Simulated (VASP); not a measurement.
# AgCl (Fm-3m) in VASP: a series of runs

Runs on AgCl. Level: PBE. Tasks: single point.

Everything below comes from runs of VASP 6.6.1. Logs are shortened: lines on timing, memory, paths and dates and some standing lists are left out, and cuts for length are marked.

**1. The cell of the first run**

The structure is cubic, space group Fm-3m (No. 225). Conventional cell: a = 5.103 Å, b = 5.103 Å, c = 5.103 Å, α = 90.00°, β = 90.00°, γ = 90.00°. Within 3.4 Å of Ag (site symmetry m-3m) lie 6 Cl at 2.55 Å. Cl (site symmetry m-3m) has 6 Ag at 2.55 Å within 3.4 Å.

**2. Single point, PBE (strain -0.080 along x and y, -0.080 along z)**

Input file INCAR:

```
PREC = Accurate
ENCUT = 520
EDIFF = 1E-7
ISMEAR = 0
SIGMA = 0.05
LREAL = F
LASPH = T
NELM = 60
ALGO = Normal
ISIF = 2
LWAVE = F
LCHARG = F
GGA = PE
NBANDS = 16
```

Input file KPOINTS:

```
Automatic mesh
0
Gamma
  8 8 8
```

Input file POSCAR:

```
AgCl
1.0
    0.0000000000      2.5512980000      2.5512980000
    2.5512980000      0.0000000000      2.5512980000
    2.5512980000      2.5512980000      0.0000000000
Ag Cl
1 1
Direct
    0.5000000000      0.5000000000      0.5000000000
    0.0000000000      0.0000000000      0.0000000000
```

Potentials or basis: VASP PAW PBE potentials, release 64 (Ag, Cl).

Run with:

```
cat potpaw_PBE.64/Ag/POTCAR potpaw_PBE.64/Cl/POTCAR > POTCAR
mpirun -np 1 vasp_std > vasp.out
```

OUTCAR:

```text
PREC = Accurate
   ENCUT = 520
   EDIFF = 1E-7
   ISMEAR = 0
   LREAL = F
   LASPH = T
   NELM = 60
   ISIF = 2
   GGA = PE

 ion  position               nearest neighbor table
   1  0.500  0.500  0.500-   2 2.55   2 2.55   2 2.55   2 2.55   2 2.55   2 2.55
   2  0.000  0.000  0.000-   1 2.55   1 2.55   1 2.55   1 2.55   1 2.55   1 2.55

  LATTYP: Found a face centered cubic cell.
 ALAT       =     5.1025960000

  Lattice vectors:

 A1 = (   0.0000000000,   2.5512980000,   2.5512980000)
 A2 = (   2.5512980000,   0.0000000000,   2.5512980000)
 A3 = (   2.5512980000,   2.5512980000,   0.0000000000)

Analysis of symmetry for initial positions (statically):
=====================================================================
 Subroutine PRICEL returns:
 Original cell was already a primitive cell.

 Routine SETGRP: Setting up the symmetry group for a
 face centered cubic supercell.

 Subroutine GETGRP returns: Found 48 space group operations
 (whereof 48 operations were pure point group operations)
 out of a pool of 48 trial point group operations.

The static configuration has the point symmetry O_h .

Analysis of symmetry for dynamics (positions and initial velocities):
=====================================================================
 Subroutine PRICEL returns:
 Original cell was already a primitive cell.

 Routine SETGRP: Setting up the symmetry group for a
 face centered cubic supercell.

 Subroutine GETGRP returns: Found 48 space group operations
 (whereof 48 operations were pure point group operations)
 out of a pool of 48 trial point group operations.

The dynamic configuration has the point symmetry O_h .

 Subroutine INISYM returns: Found 48 space group operations
 (whereof 48 operations are pure point group operations),
 and found     1 'primitive' translations

----------------------------------------------------------------------------------------

                                     Primitive cell

  volume of cell :      33.2134

  direct lattice vectors                    reciprocal lattice vectors
     0.000000000  2.551298000  2.551298000    -0.195978674  0.195978674  0.195978674
     2.551298000  0.000000000  2.551298000     0.195978674 -0.195978674  0.195978674
     2.551298000  2.551298000  0.000000000     0.195978674  0.195978674 -0.195978674

  length of vectors
     3.608080233  3.608080233  3.608080233     0.339445021  0.339445021  0.339445021

  position of ions in fractional coordinates (direct lattice)
     0.500000000  0.500000000  0.500000000
     0.000000000  0.000000000  0.000000000

  ion indices of the primitive-cell ions
   primitive index   ion index
                 1           1
                 2           2

----------------------------------------------------------------------------------------

 KPOINTS: Automatic mesh

Automatic generation of k-mesh.
 Grid dimensions read from file:
 generate k-points for:    8    8    8

 Generating k-lattice:

  Cartesian coordinates                     Fractional coordinates (reciprocal lattice)
    -0.024497334  0.024497334  0.024497334     0.125000000  0.000000000  0.000000000
     0.024497334 -0.024497334  0.024497334     0.000000000  0.125000000  0.000000000
     0.024497334  0.024497334 -0.024497334     0.000000000  0.000000000  0.125000000

  Length of vectors
     0.042430628  0.042430628  0.042430628

  Shift w.r.t. Gamma in fractional coordinates (k-lattice)
     0.000000000  0.000000000  0.000000000

 Subroutine IBZKPT returns following result:
 ===========================================

 Found     29 irreducible k-points:

 Following reciprocal coordinates:
            Coordinates               Weight
  0.000000  0.000000  0.000000      1.000000
  0.125000  0.000000  0.000000      8.000000
  0.250000  0.000000  0.000000      8.000000
  0.375000  0.000000  0.000000      8.000000
  0.500000  0.000000  0.000000      4.000000
  0.125000  0.125000  0.000000      6.000000
[... 16 lines left out ...]
  0.500000  0.250000  0.125000     48.000000
 -0.375000  0.250000  0.125000     24.000000
 [... further k-points ...]
   k-points           NKPTS =     29   k-points in BZ     NKDIM =     29   number of bands    NBANDS=     16
   number of dos      NEDOS =    301   number of ions     NIONS =      2
   total plane-waves  NPLWV =  21952
   dimension x,y,z NGX =    28 NGY =   28 NGZ =   28
   dimension x,y,z NGXF=    56 NGYF=   56 NGZF=   56
   ions per type =               1   1
   NGX,Y,Z   is equivalent  to a cutoff of  12.90, 12.90, 12.90 a.u.
   NGXF,Y,Z  is equivalent  to a cutoff of  25.80, 25.80, 25.80 a.u.
 SYSTEM =  unknown system
   PREC   = accura    normal or accurate (medium, high low for compatibility)
   ISTART =      0    job   : 0-new  1-cont  2-samecut
   ICHARG =      2    charge: 1-file 2-atom 10-const
   ISPIN  =      1    spin polarized calculation?
   LNONCOLLINEAR =      F non collinear calculations
   LSORBIT =      F    spin-orbit coupling
   LASPH  =      T    aspherical Exc in radial PAW
   ENCUT  =  520.0 eV  38.22 Ry    6.18 a.u.   6.71  6.71  6.71*2*pi/ulx,y,z
   NELM   =     60;   NELMIN=  2; NELMDL= -5     # of ELM steps
   EDIFF  = 0.1E-06   stopping-criterion for ELM
   LREAL  =      F    real-space projection
   EDIFFG = 0.1E-05   stopping-criterion for IOM
   NSW    =      0    number of steps for IOM
   IBRION =     -1    ionic relax: 0-MD 1-quasi-New 2-CG
   NFREE  =      0    steps in history (QN), initial steepest desc. (CG)
   ISIF   =      2    stress and relaxation
   ISYM   =      2    0-nonsym 1-usesym 2-fastsym
   POTIM  = 0.5000    time-step for ionic-motion
   TEBEG  =    0.0;   TEEND  =   0.0 temperature during run
   PSTRESS=    0.0 pullay stress
   NELECT =      18.0000    total number of electrons
   NUPDOWN=      -1.0000    fix difference up-down
   EMIN   =  10.00;   EMAX   =-10.00  energy-range for DOS
   EFERMI =   0.00;   METHOD = LEGACY
   ISMEAR =     0;   SIGMA  =   0.05  broadening in eV -4-tet -1-fermi 0-gaus
   EFERMI_NEDOS =   21; number of points for ismear=-14 and -15
   IALGO  =     38    algorithm
   IMIX   =      4    mixing-type and parameters
     AMIX     =   0.40;   BMIX     =  1.00
     AMIX_MAG =   1.60;   BMIX_MAG =  1.00
  volume/ion in A,a.u.               =      16.61       112.07
  Fermi-wavevector in a.u.,A,eV,Ry     =   1.334733  2.522280 24.238954  1.781513
  Thomas-Fermi vector in A             =   2.463492
   LORBIT       =      0    0 simple, 1 ext, 2 COOP (PROOUT), +10 PAW based schemes
   GGA     = PE    functional components
   LHFCALC =     F    Hartree Fock is set to
   AEXX    =    0.0000 exact exchange contribution
   IVDW    =     0    specifies the selected vdW correction
   LEPSILON=     F    determine dielectric tensor
   LRPA    =     F    only Hartree local field effects (RPA)
 non-spin polarized calculation
 Gauss-broadening in eV      SIGMA  =   0.05
  energy-cutoff  :      520.00
  volume of cell :       33.21
 maximum number of plane-waves:       934
   NGX = 13   NGY = 13   NGZ = 13

 number of electron      18.0000002 magnetization

 Free energy of the ion-electron system (eV)
  ---------------------------------------------------
  ext. energy  EPLUGINS =         0.00000000
  ---------------------------------------------------
  free energy    TOTEN  =        -4.76269929 eV

  energy without entropy =       -4.76269929  energy(sigma->0) =       -4.76269929

 E-fermi :   7.6911     XC(G=0): -11.3298

 val. band max:        7.4673104513   @ k =   0.5000   0.0000   0.0000
 cond. band min:       8.4797676601   @ k =   0.0000   0.0000   0.0000
 fundamental gap:      1.0124572088
 Fermi energy:         7.6910668903

 k-point     1 :       0.0000    0.0000    0.0000
  band No.  band energies     occupation
      1      -9.6688      2.00000
      2       3.7004      2.00000
      3       3.7004      2.00000
      4       3.7004      2.00000
      5       3.7625      2.00000
      6       3.7625      2.00000
[... 8 lines left out ...]
     15      21.8576      0.00000
     16      21.8576      0.00000

 k-point     2 :       0.1250    0.0000    0.0000
  band No.  band energies     occupation
      1      -9.5557      2.00000
      2       2.7858      2.00000
      3       2.8390      2.00000
      4       2.8390      2.00000
      5       3.7972      2.00000
      6       3.7972      2.00000
[... 8 lines left out ...]
     15      20.0378      0.00000
     16      20.4285      0.00000

 k-point     3 :       0.2500    0.0000    0.0000
  band No.  band energies     occupation
      1      -9.2627      2.00000
      2       1.3761      2.00000
      3       2.0420      2.00000
      4       2.0420      2.00000
      5       4.0250      2.00000
      6       4.0250      2.00000
[... 8 lines left out ...]
     15      19.8320      0.00000
     16      20.8749      0.00000

 k-point     4 :       0.3750    0.0000    0.0000
  band No.  band energies     occupation
      1      -8.9347      2.00000
      2       0.2632      2.00000
      3       1.5391      2.00000
      4       1.5391      2.00000
      5       4.2689      2.00000
      6       4.2689      2.00000
[... 8 lines left out ...]
     15      20.5157      0.00000
     16      21.2749      0.00000
[... 324 lines left out ...]
 k-point    22 :       0.3750    0.2500    0.1250
  band No.  band energies     occupation
      1      -9.0883      2.00000
      2       0.8274      2.00000
      3       1.9462      2.00000
      4       2.3555      2.00000
      5       3.8648      2.00000
      6       4.2300      2.00000
[... 8 lines left out ...]
     15      21.9483      0.00000
     16      24.0228      0.00000

 k-point    23 :       0.5000    0.2500    0.1250
  band No.  band energies     occupation
      1      -8.8593      2.00000
      2       0.5044      2.00000
      3       1.5309      2.00000
      4       1.8229      2.00000
      5       4.0883      2.00000
      6       4.3900      2.00000
[... 8 lines left out ...]
     15      22.1600      0.00000
     16      23.8985      0.00000

 k-point    24 :      -0.3750    0.2500    0.1250
  band No.  band energies     occupation
      1      -8.7592      2.00000
      2       0.3929      2.00000
      3       1.4224      2.00000
      4       1.5294      2.00000
      5       4.2661      2.00000
      6       4.3681      2.00000
[... 8 lines left out ...]
     15      21.7066      0.00000
     16      23.3302      0.00000

 [... further k-points ...]

------------------------ aborting loop because EDIFF is reached ----------------------------------------

  FORCE on cell =-STRESS in cart. coord.  units (eV):
  Direction    XX          YY          ZZ          XY          YZ          ZX
  --------------------------------------------------------------------------------------
  -------------------------------------------------------------------------------------
  Total        5.1971253      5.1971253      5.1971253     -0.0000000     -0.0000000      0.0000000
  in kB      250.7033892    250.7033892    250.7033892     -0.0000000     -0.0000000      0.0000000
  external PRESSURE =     250.7033892 kB  Pullay stress =       0.0000000 kB

 VOLUME and BASIS-vectors are now :
 -----------------------------------------------------------------------------
  energy-cutoff  :      520.00
  volume of cell :       33.21
      direct lattice vectors                 reciprocal lattice vectors
     0.000000000  2.551298000  2.551298000    -0.195978674  0.195978674  0.195978674
     2.551298000  0.000000000  2.551298000     0.195978674 -0.195978674  0.195978674
     2.551298000  2.551298000  0.000000000     0.195978674  0.195978674 -0.195978674

 POSITION                                       TOTAL-FORCE (eV/Angst)
 -----------------------------------------------------------------------------------
      2.55130      2.55130      2.55130         0.000000      0.000000     -0.000000
      0.00000      0.00000      0.00000        -0.000000     -0.000000      0.000000
 -----------------------------------------------------------------------------------
    total drift:                                0.000000      0.000000      0.000000

  FREE ENERGIE OF THE ION-ELECTRON SYSTEM (eV)
  ---------------------------------------------------
  free  energy   TOTEN  =        -4.7626992947 eV

  energy  without entropy=       -4.7626992947  energy(sigma->0) =       -4.76269929
```

Run time: 21 s. Hardware: 1 thread of Intel Xeon Platinum 8259CL at 2.50GHz (Skylake/Cascade Lake), shared host; peak memory 0.16 GiB.

Results:

* Free energy: -4.7627 eV
* Pressure: 25.1 GPa
* Band gap on the k mesh: 1.01 eV, indirect (least direct gap 3.41 eV)

Levels at points of the mesh, in eV from the valence-band top:
| k point | band 7 | band 8 | band 9 | band 10 | band 11 | band 12 |
| --- | --- | --- | --- | --- | --- | --- |
| (0.00, 0.00, 0.00) | -3.47 | -3.47 | -3.47 | 1.01 | 10.71 | 10.71 |
| (0.50, 0.00, 0.00) | -2.60 | 0.00 | 0.00 | 3.41 | 7.04 | 7.04 |
| (0.50, 0.50, 0.00) | -2.89 | -2.89 | -2.53 | 1.87 | 7.64 | 9.52 |

Caveat: the cell differs from its parent crystal (strain -0.080 along x and y, -0.080 along z). A k mesh can miss the band edges.

[end of part 1 of 2]
